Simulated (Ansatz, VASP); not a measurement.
One calculation of Bi2Se3, two programs

Contents of INCAR:

```
SYSTEM = Bi2Se3
PREC = Accurate ; ENCUT = 520
EDIFF = 1E-7 ; ISMEAR = -1
SIGMA = 0.03 ; LREAL = .False.
LASPH = .True. ; NELM = 100
ALGO = Normal ; ISIF = 2
LWAVE = .False. ; LCHARG = .True.
GGA = PS ; LELF = .True.
LVHAR = .True. ; NBANDS = 32
```

KPOINTS

```
regular mesh
0
Gamma
  6 6 6
  0 0 0
```

POSCAR

```
Bi2Se3
1.0
    2.0714992968      1.1959806766      9.8316899000
   -2.0714992968      1.1959806766      9.8316899000
    0.0000000000     -2.3919613533      9.8316899000
Bi Se
2 3
Direct
    0.4008000000      0.4008000000      0.4008000000
    0.5992000000      0.5992000000      0.5992000000
    0.0000000000      0.0000000000      0.0000000000
    0.2117000000      0.2117000000      0.2117000000
    0.7883000000      0.7883000000      0.7883000000
```

Input for Ansatz:

```yaml
crystal:
  lattice:
    - [2.0714992968, 1.1959806766, 9.8316899]
    - [-2.0714992968, 1.1959806766, 9.8316899]
    - [0.0, -2.3919613533, 9.8316899]
  atoms:
    - { symbol: Bi, position: [0.4008, 0.4008, 0.4008] }
    - { symbol: Bi, position: [0.5992, 0.5992, 0.5992] }
    - { symbol: Se, position: [0.0, 0.0, 0.0] }
    - { symbol: Se, position: [0.2117, 0.2117, 0.2117] }
    - { symbol: Se, position: [0.7883, 0.7883, 0.7883] }
kpoints:
  mp_grid: { grid: [6, 6, 6] }
  band_path:
    path:
      - [0.0, 0.0, 0.0]
      - [0.5, 0.5, 0.5]
      - [0.8234682508, 0.1765317492, 0.5]
      - [0.5, -0.1765317492, 0.1765317492]
      - [0.5, 0.0, 0.0]
      - [0.0, 0.0, 0.0]
      - [0.3382658746, -0.3382658746, 0.0]
      - [0.6617341254, 0.0, 0.3382658746]
      - [0.5, 0.0, 0.5]
    npoints: 5
scf:
  occupations: { method: fermi_dirac, width: 0.03 }
hamiltonian:
  xc: pbesol
  pseudopotentials: { kind: all_electron, lapw: { basis_error: 0.0005 } }
output:
  forces: true
  stress: true
  eigenvalues: true
```

Change from the starting cell: zz strain of +3 %.

Alike in both runs: task single point; functional PBEsol; k mesh 6 × 6 × 6; occupations fermi-dirac, width 0.03 eV; no spin polarisation.

```csv
,VASP,Ansatz
version,VASP 6.6.1,Ansatz 0.2.0
potentials or method,"VASP PAW PBE potentials, release 64 (Bi_d, Se), cutoff 520 eV","all-electron LAPW, scalar-relativistic"
```

VASP gave:

```
pressure (GPa)                                                : -2.0
traceless stress, the component that is largest in VASP (GPa) : -0.76
rms of the force components (eV/Å)                            : 0.087
```

Task: Which values does Ansatz return?

Result: Pressure (GPa): -2.0; traceless stress, the component that is largest in VASP (GPa): -0.77; rms of the force components (eV/Å): 0.089.

VASP's potentials were made for PBE, not for PBEsol. Atom by atom the forces differ by 0.007 eV/Å (rms over components). Ansatz ran all-electron here, and VASP with PAW potentials.

Spin-orbit coupling is off throughout.
